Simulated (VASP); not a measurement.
# CaO (P1) in VASP: further runs, part 2 of 2

VASP 6.6.1.

## (3) Single point, PBE

Input file INCAR:

```
ALGO     = Normal         # electronic algorithm
EDIFF    = 1E-6           # SCF threshold, eV
ENCUT    = 520            # plane-wave cutoff, eV
GGA      = PE             # functional
ISIF     = 2              # what is computed and relaxed
ISMEAR   = -1             # smearing method
LASPH    = T              # aspherical terms in the spheres
LCHARG   = F              # write CHGCAR
LREAL    = Auto         
LWAVE    = F              # write WAVECAR
NBANDS   = 78             # bands
NELM     = 60             # most SCF steps
PREC     = Accurate       # precision mode
SIGMA    = 0.112          # smearing width, eV
```

Input file KPOINTS:

```
k-points
0
Gamma
  3 3 3
```

Input file POSCAR:

```
CaO
1.0
    6.6398732697      0.0000000000      0.0000000000
   -3.3199366349      5.7502989295      0.0000000000
    0.0000000000      0.0000000000      5.8143085363
Ca O
8 8
Direct
    0.0331223834      0.0246307195      0.0124080103
   -0.0194100123     -0.0222106714      0.4942856028
    0.0184863449      0.5009923893     -0.0374127033
   -0.0125457124      0.4757512668      0.4893200941
    0.5197464700      0.0396913278      0.0451675377
    0.4867668652     -0.0267154807      0.5459830658
    0.4969812210      0.5158789198     -0.0202097978
    0.5179989604      0.5085869510      0.4703751070
    0.1389405861      0.3399477182      0.2538829838
    0.3268937687      0.1616305537      0.7380750391
    0.1669892440      0.8263354755      0.2496258998
    0.3131893966      0.6291276409      0.7289616596
    0.6666783657      0.3468273605      0.2665417548
    0.8218587398      0.1687658349      0.7737399851
    0.6489328479      0.8225897572      0.2430466136
    0.8134432320      0.6631789141      0.7463338027
```

Potentials or basis: VASP PAW PBE potentials, release 64 (Ca_sv, O).

The run is started by

```sh
$ cat potpaw_PBE.64/Ca_sv/POTCAR potpaw_PBE.64/O/POTCAR > POTCAR
$ mpirun -np 1 vasp_std > vasp.out
```

OUTCAR:

```text
EDIFF = 1E-6
   ENCUT = 520
   GGA = PE
   ISIF = 2
   ISMEAR = -1
   LASPH = T
   LREAL = Auto
   NELM = 60
   PREC = Accurate

 ion  position               nearest neighbor table
   1  0.033  0.025  0.012-   9 2.32  10 2.32  11 2.37  14 2.48   2 2.82   2 3.03
   2  0.981  0.978  0.494-  16 2.33  15 2.40  11 2.41  10 2.45   9 2.51   1 2.82   1 3.03   8 3.10

   3  0.018  0.501  0.963-  12 2.18  14 2.21   9 2.35  16 2.46  11 2.51   4 2.76   4 3.07   7 3.13

   4  0.987  0.476  0.489-   9 2.15  13 2.26  12 2.34  14 2.42  11 2.45  16 2.56   3 2.76   3 3.07

   5  0.520  0.040  0.045-  13 2.19  15 2.32  14 2.35  11 2.36  10 2.55   6 2.93   6 2.94
   6  0.487  0.973  0.546-  12 2.25  10 2.29  14 2.35  15 2.52  11 2.52   5 2.93   5 2.94
   7  0.497  0.516  0.980-  12 2.26  16 2.27  15 2.34  10 2.48  13 2.56   8 2.86   8 2.97   3 3.13

   8  0.518  0.509  0.470-  13 2.14  15 2.24  16 2.34  12 2.42   9 2.52  10 2.53   7 2.86   7 2.97
                             2 3.10
   9  0.139  0.340  0.254-   4 2.15   1 2.32   3 2.35   2 2.51   8 2.52
  10  0.327  0.162  0.738-   6 2.29   1 2.32   2 2.45   7 2.48   8 2.53   5 2.55
  11  0.167  0.826  0.250-   5 2.36   1 2.37   2 2.41   4 2.45   3 2.51   6 2.52
  12  0.313  0.629  0.729-   3 2.18   6 2.25   7 2.26   4 2.34   8 2.42
  13  0.667  0.347  0.267-   8 2.14   5 2.19   4 2.26   7 2.56
  14  0.822  0.169  0.774-   3 2.21   6 2.35   5 2.35   4 2.42   1 2.48
  15  0.649  0.823  0.243-   8 2.24   5 2.32   7 2.34   2 2.40   6 2.52
  16  0.813  0.663  0.746-   7 2.27   2 2.33   8 2.34   3 2.46   4 2.56

  LATTYP: Found a hexagonal cell.
 ALAT       =     6.6398732697
 C/A-ratio  =     0.8756655888

  Lattice vectors:

 A1 = (   6.6398732697,   0.0000000000,   0.0000000000)
 A2 = (  -3.3199366349,   5.7502989295,   0.0000000000)
 A3 = (   0.0000000000,   0.0000000000,   5.8143085363)

Analysis of symmetry for initial positions (statically):
=====================================================================
 Subroutine PRICEL returns:
 Original cell was already a primitive cell.

 Routine SETGRP: Setting up the symmetry group for a
 hexagonal supercell.

 Subroutine GETGRP returns: Found  1 space group operations
 (whereof  1 operations were pure point group operations)
 out of a pool of 24 trial point group operations.

The static configuration has the point symmetry C_1 .

Analysis of symmetry for dynamics (positions and initial velocities):
=====================================================================
 Subroutine PRICEL returns:
 Original cell was already a primitive cell.

 Routine SETGRP: Setting up the symmetry group for a
 hexagonal supercell.

 Subroutine GETGRP returns: Found  1 space group operations
 (whereof  1 operations were pure point group operations)
 out of a pool of 24 trial point group operations.

The dynamic configuration has the point symmetry C_1 .

 Subroutine INISYM returns: Found  1 space group operations
 (whereof  1 operations are pure point group operations),
 and found     1 'primitive' translations

----------------------------------------------------------------------------------------

                                     Primitive cell

  volume of cell :     221.9976

  direct lattice vectors                    reciprocal lattice vectors
     6.639873270  0.000000000  0.000000000     0.150605284  0.086952001  0.000000000
    -3.319936635  5.750298930  0.000000000     0.000000000  0.173904003  0.000000000
     0.000000000  0.000000000  5.814308536     0.000000000  0.000000000  0.171989497
[... 84 lines left out ...]
   number of dos      NEDOS =    301   number of ions     NIONS =     16
   total plane-waves  NPLWV = 120000
   dimension x,y,z NGX =    50 NGY =   50 NGZ =   48
   dimension x,y,z NGXF=   100 NGYF=  100 NGZF=   96
   ions per type =               8   8
   NGX,Y,Z   is equivalent  to a cutoff of  12.52, 12.52, 13.72 a.u.
   NGXF,Y,Z  is equivalent  to a cutoff of  25.04, 25.04, 27.45 a.u.
 SYSTEM =  unknown system
   PREC   = accura    normal or accurate (medium, high low for compatibility)
   ISTART =      0    job   : 0-new  1-cont  2-samecut
   ICHARG =      2    charge: 1-file 2-atom 10-const
   ISPIN  =      1    spin polarized calculation?
   LNONCOLLINEAR =      F non collinear calculations
   LSORBIT =      F    spin-orbit coupling
   LASPH  =      T    aspherical Exc in radial PAW
   ENCUT  =  520.0 eV  38.22 Ry    6.18 a.u.  12.35 12.35 10.81*2*pi/ulx,y,z
   NELM   =     60;   NELMIN=  2; NELMDL= -5     # of ELM steps
   EDIFF  = 0.1E-05   stopping-criterion for ELM
   LREAL  =      T    real-space projection
   EDIFFG = 0.1E-04   stopping-criterion for IOM
   NSW    =      0    number of steps for IOM
   IBRION =     -1    ionic relax: 0-MD 1-quasi-New 2-CG
   NFREE  =      0    steps in history (QN), initial steepest desc. (CG)
   ISIF   =      2    stress and relaxation
   ISYM   =      2    0-nonsym 1-usesym 2-fastsym
   POTIM  = 0.5000    time-step for ionic-motion
   TEBEG  =    0.0;   TEEND  =   0.0 temperature during run
   PSTRESS=    0.0 pullay stress
   NELECT =     128.0000    total number of electrons
   NUPDOWN=      -1.0000    fix difference up-down
   EMIN   =  10.00;   EMAX   =-10.00  energy-range for DOS
   EFERMI =   0.00;   METHOD = LEGACY
   ISMEAR =    -1;   SIGMA  =   0.11  broadening in eV -4-tet -1-fermi 0-gaus
   EFERMI_NEDOS =   21; number of points for ismear=-14 and -15
   IALGO  =     38    algorithm
   IMIX   =      4    mixing-type and parameters
     AMIX     =   0.40;   BMIX     =  1.00
     AMIX_MAG =   1.60;   BMIX_MAG =  1.00
  volume/ion in A,a.u.               =      13.87        93.63
  Fermi-wavevector in a.u.,A,eV,Ry     =   1.362580  2.574903 25.260912  1.856625
  Thomas-Fermi vector in A             =   2.489057
   LORBIT       =      0    0 simple, 1 ext, 2 COOP (PROOUT), +10 PAW based schemes
   GGA     = PE    functional components
   LHFCALC =     F    Hartree Fock is set to
   AEXX    =    0.0000 exact exchange contribution
   IVDW    =     0    specifies the selected vdW correction
   LEPSILON=     F    determine dielectric tensor
   LRPA    =     F    only Hartree local field effects (RPA)
 non-spin polarized calculation
  energy-cutoff  :      520.00
  volume of cell :      222.00
 maximum number of plane-waves:      5998
 NGX is ok and might be reduce to    50
   NGX = 25   NGY = 25   NGZ = 21

 number of electron     128.0000002 magnetization

 Free energy of the ion-electron system (eV)
  ---------------------------------------------------
  ext. energy  EPLUGINS =         0.00000000
  ---------------------------------------------------
  free energy    TOTEN  =       -98.48509912 eV

  energy without entropy =      -98.48509909  energy(sigma->0) =      -98.48509910

 E-fermi :   4.4568     XC(G=0): -10.4385

 val. band max:        2.3944959240   @ k =   0.0000   0.0000   0.0000
 cond. band min:       6.3811817454   @ k =   0.0000   0.0000   0.0000
 fundamental gap:      3.9866858213
 Fermi energy:         4.4567880058

 k-point     1 :       0.0000    0.0000    0.0000
  band No.  band energies     occupation
      1     -35.7821      2.00000
      2     -35.5881      2.00000
      3     -35.5404      2.00000
      4     -35.4870      2.00000
      5     -35.3656      2.00000
      6     -35.2050      2.00000
[... 1095 lines left out ...]
     75       8.9540      0.00000
     76       9.0591      0.00000
 [bands above 76 left out]

------------------------ aborting loop because EDIFF is reached ----------------------------------------

  FORCE on cell =-STRESS in cart. coord.  units (eV):
  Direction    XX          YY          ZZ          XY          YZ          ZX
  --------------------------------------------------------------------------------------
  -------------------------------------------------------------------------------------
  Total        8.1601832      8.4819317      9.6874256     -0.1929059      1.1032722     -1.8236910
  in kB       58.8928002     61.2148894     69.9150509     -1.3922201      7.9624179    -13.1617473
  external PRESSURE =      63.3409135 kB  Pullay stress =       0.0000000 kB

 VOLUME and BASIS-vectors are now :
 -----------------------------------------------------------------------------
  energy-cutoff  :      520.00
  volume of cell :      222.00
      direct lattice vectors                 reciprocal lattice vectors
     6.639873270  0.000000000  0.000000000     0.150605284  0.086952001  0.000000000
    -3.319936635  5.750298930  0.000000000     0.000000000  0.173904003  0.000000000
     0.000000000  0.000000000  5.814308536     0.000000000  0.000000000  0.171989497

 POSITION                                       TOTAL-FORCE (eV/Angst)
 -----------------------------------------------------------------------------------
      0.13816      0.14163      0.07214        -0.752028     -0.912327     -0.754338
      3.26479      5.62258      2.87393         0.510646      0.490155      0.633028
     -1.54052      2.88086      5.59678        -1.232133      0.836856      1.697356
      4.97711      2.73571      2.84506        -0.402595      0.546109     -0.347562
      3.31928      0.22824      0.26262         0.243714     -0.583994     -0.248313
      0.00083      5.59668      3.17451        -0.472134      0.262447     -0.579212
[... 8 lines left out ...]
      1.57789      4.73014      1.41315         0.348034      0.784128      0.190656
      3.19945      3.81348      4.33941         0.541643      0.374246     -0.101355
 -----------------------------------------------------------------------------------
    total drift:                               -0.001205     -0.003529     -0.002924

  FREE ENERGIE OF THE ION-ELECTRON SYSTEM (eV)
  ---------------------------------------------------
  free  energy   TOTEN  =       -98.4850991152 eV

  energy  without entropy=      -98.4850990918  energy(sigma->0) =      -98.48509910
```

Run time: 7.8 min. Hardware: 1 thread of Intel Xeon Platinum 8488C (Sapphire Rapids), shared host; peak memory 0.41 GiB.

What came out:

* Free energy: -98.4851 eV
* Pressure: 6.3 GPa
* Largest force: 2.258 eV/Å
* Band gap on the k mesh: 3.99 eV

Forces in eV/Å, atoms in the order of the input:
```
Ca  -0.752 -0.912 -0.754
Ca   0.511  0.490  0.633
Ca  -1.232  0.837  1.697
Ca  -0.403  0.546 -0.348
Ca   0.244 -0.584 -0.248
Ca  -0.472  0.262 -0.579
Ca   0.602  0.260 -0.162
Ca  -1.139 -1.006  1.084
O    1.422 -0.862 -0.858
O   -0.051 -0.195  0.672
O   -0.333  0.556  0.121
O    0.240  0.783  0.103
O    0.179 -0.587 -0.844
O    0.295 -0.747 -0.606
O    0.348  0.784  0.191
O    0.542  0.374 -0.101
```

Caveat: the cell stands under pressure; forces of over 1 eV/Å act on the atoms, so gaps and moduli don't describe the material at rest. A k mesh can miss the band edges.

## (4) Single point, PBE

Input file INCAR:

```
PREC = Accurate
ENCUT = 520
EDIFF = 1E-6
ISMEAR = -1
SIGMA = 0.112
LREAL = Auto
LASPH = T
NELM = 80
ALGO = Normal
ISIF = 2
LWAVE = F
LCHARG = F
GGA = PE
NBANDS = 78
```

Input file KPOINTS:

```
Automatic mesh
0
Gamma
  3 3 3
```

Input file POSCAR:

```
CaO
1.0
    6.6398732697      0.0000000000      0.0000000000
   -3.3199366349      5.7502989295      0.0000000000
    0.0000000000      0.0000000000      5.8143085363
Ca O
8 8
Direct
    0.0225134537      0.0153983299     -0.0035108216
   -0.0110164241     -0.0161294223      0.5052946505
    0.0155092697      0.5153118188     -0.0168769854
   -0.0188961488      0.4694975049      0.4676177714
    0.5274616023      0.0432301004      0.0560221388
    0.4771252708     -0.0298483613      0.5555575491
    0.5107358360      0.5305092896     -0.0343643614
    0.4976708060      0.4890846606      0.4742964675
    0.1759848555      0.3504476941      0.2211234564
    0.3340257937      0.1602888843      0.7710696761
    0.1539919234      0.8170724788      0.2656692520
    0.3052710368      0.6394215405      0.7317616486
    0.6761602500      0.3611106180      0.2509646660
    0.8192492785      0.1654496595      0.7429015803
    0.6559058722      0.8232777214      0.2545394677
    0.8265456603      0.6402105430      0.7518596533
```

The run is started by

```sh
$ cat potpaw_PBE.64/Ca_sv/POTCAR potpaw_PBE.64/O/POTCAR > POTCAR
$ mpirun -np 1 vasp_std > vasp.out
```

It took 9.2 min on 1 thread of Intel Xeon Platinum 8488C (Sapphire Rapids), shared host; peak memory 0.41 GiB.

The run converged. Its results:

| Quantity | Value |
| --- | --- |
| Free energy | -98.7596 eV |
| Pressure | 6.1 GPa |
| Largest force | 1.527 eV/Å |
| Band gap on the k mesh | 3.89 eV |

Forces in eV/Å, atoms in the order of the input:
```
Ca  -0.425 -0.247  0.548
Ca   0.004 -0.367 -0.260
Ca  -0.277  0.078 -0.225
Ca   0.329  0.553  1.182
Ca  -0.178 -0.694 -0.539
Ca  -0.212  0.063 -0.782
Ca  -0.044 -0.363  0.829
Ca  -0.416 -0.087  0.169
O    0.172 -1.010  0.443
O   -0.154 -0.035 -0.492
O    0.067  1.188 -0.340
O    0.736  0.105  0.084
O   -0.151 -0.678 -0.492
O    0.721 -0.645  0.555
O    0.209  0.881  0.095
O   -0.381  1.259 -0.776
```

Stress tensor (GPa, compression positive):
```
 5.81  0.34 -0.43
 0.34  5.43  0.08
-0.43  0.08  6.99
```

Levels at points of the mesh, in eV from the valence-band top:
| k point | band 62 | band 63 | band 64 | band 65 | band 66 | band 67 |
| --- | --- | --- | --- | --- | --- | --- |
| (0.00, 0.00, 0.00) | -0.24 | -0.02 | 0.00 | 3.89 | 3.97 | 4.20 |

Caveat: the cell stands under pressure; forces of over 1 eV/Å act on the atoms, so gaps and moduli don't describe the material at rest.

## (5) Summary

| cell | gap on the mesh (eV) | pressure (GPa) | largest force (eV/Å) |
| --- | --- | --- | --- |
| as given, atomic positions A | 3.68 | 5.9 | 2.18 |
| as given, atomic positions B | 3.99 | 6.3 | 2.26 |
| as given, atomic positions C | 3.89 | 6.1 | 1.53 |

Alike in all rows: task single point; level PBE; potentials or basis VASP PAW PBE potentials, release 64 (Ca_sv, O); no spin polarisation; k mesh 3 × 3 × 3; cutoff (eV) 520; smearing fermi-dirac 0.112 eV.

Caveats: the cell stands under pressure; forces of over 1 eV/Å act on the atoms, so gaps and moduli don't describe the material at rest.

Absolute energies hang on the potentials; compare differences alone.
